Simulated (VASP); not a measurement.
A run of VASP 6.6.1:

File INCAR:

```
SYSTEM = WF3
PREC     = Accurate       ! precision mode
ENCUT    = 520            ! plane-wave cutoff, eV
EDIFF    = 1E-7           ! SCF threshold, eV
ISMEAR   = 0              ! smearing method
SIGMA    = 0.1            ! smearing width, eV
LREAL    = .False.        ! projectors in reciprocal space
LASPH    = .True.         ! aspherical terms in the spheres
NELM     = 150            ! most SCF steps
ALGO     = Normal         ! electronic algorithm
ISIF     = 2              ! what is computed and relaxed
LWAVE    = .False.        ! write WAVECAR
LCHARG   = .False.        ! write CHGCAR
ISPIN    = 2              ! spin polarisation
MAGMOM   = 1.63 1.63 0.1 0.1 0.1 0.1 0.1 0.1 ! initial moments
LORBIT   = 11             ! projections on sites
LMAXMIX  = 4              ! l up to which the mixer works
GGA      = PE             ! functional
NBANDS   = 49             ! bands
```

Contents of KPOINTS:

```
Automatic mesh
0
Gamma
  4 4 4
  0 0 0
```

POSCAR

```
WF3
1.0
    0.0000000000      4.1478022613      4.1478022613
    4.1478022613      0.0000000000      4.1478022613
    4.1478022613      4.1478022613      0.0000000000
W F
2 6
Direct
    0.5000000000      0.5000000000      0.5000000000
    0.0000000000      0.0000000000      0.0000000000
    0.7500218368      0.2499781632      0.7500218368
    0.2499781632      0.2499781632      0.7500218368
    0.2499781632      0.7500218368      0.2499781632
    0.2499781632      0.7500218368      0.7500218368
    0.7500218368      0.2499781632      0.2499781632
    0.7500218368      0.7500218368      0.2499781632
```

Potentials or basis: VASP PAW PBE potentials, release 64 (W_sv, F).

The run is started by

```console
$ cat potpaw_PBE.64/W_sv/POTCAR potpaw_PBE.64/F/POTCAR > POTCAR
$ mpirun -np 1 vasp_std > vasp.out
```

Hardware: 1 thread of Intel Xeon 6975P-C, on a shared host.

Task: How long does it take, and how much memory?

Result: Run time: 3.3 min on 1 thread of Intel Xeon 6975P-C, on a shared host, peak memory 0.43 GiB. Counts: scf iterations 17, k points 8.
